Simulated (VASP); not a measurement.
Cs: single point with PBEsol

Crystal: Cs.

```
CELL_PARAMETERS angstrom
0.00000 3.77439 3.77439
3.77439 0.00000 3.77439
3.77439 3.77439 0.00000
ATOMIC_POSITIONS crystal
Cs 0.00000 0.00000 0.00000
```

This isn't the form of Cs at room conditions, which is bcc.

```yaml
Program: VASP 6.6.1
Task: single point
Functional: PBEsol
Potentials_or_basis: VASP PAW PBE potentials, release 64 (Cs_sv)
Cutoff: 500 eV
k_mesh: 5 × 5 × 5
Occupations: gaussian, width 0.05 eV
Spin: no spin polarisation
```

- Pressure: 0.0 GPa
- Band gap on the k mesh: zero (an odd number of electrons rules out a gap without spin polarisation)

Levels at points of the mesh, in eV from the Fermi level:
```
           k point  band 3  band 4  band 5  band 6  band 7  band 8
(0.00, 0.00, 0.00)  -10.52  -10.52   -1.76    2.49    2.49    2.49
```

Run time: 18 s on 1 thread of Intel Xeon 8259CL, with other jobs on the host, peak memory 0.23 GiB.

Caveat: the PAW data sets were made with another functional, which shifts forces and pressure a little; spin-orbit coupling is left out, which moves the levels of the heavy elements.
